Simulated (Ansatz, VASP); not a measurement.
One calculation of Nb, two programs

```
Nb
1.0
    -1.65882    1.65882    1.65882
     1.65882   -1.65882    1.65882
     1.65882    1.65882   -1.65882
Nb
1
Direct
  0.00000 0.00000 0.00000
```

Alike in both runs: task single point; functional PBE; dispersion D3(BJ); k mesh 8 × 8 × 8; occupations gaussian, width 0.1 eV; no spin polarisation.

|  | VASP | Ansatz |
| --- | --- | --- |
| version | VASP 6.6.1 | Ansatz 0.2.0 |
| potentials or method | VASP PAW PBE potentials, release 64 (Nb_sv), cutoff 500 eV | scalar-relativistic, plane waves, PAW |
| valence electrons in the cell | 13 | 13 |

|  | VASP | Ansatz | Ansatz less VASP |
| --- | --- | --- | --- |
| gap on the k mesh at the Fermi level (eV) | none | none | - |
| pressure (GPa) | -7.8 | -7.4 | +0.39 |

A gap of «none» marks a metal or a gap that the smearing closes.
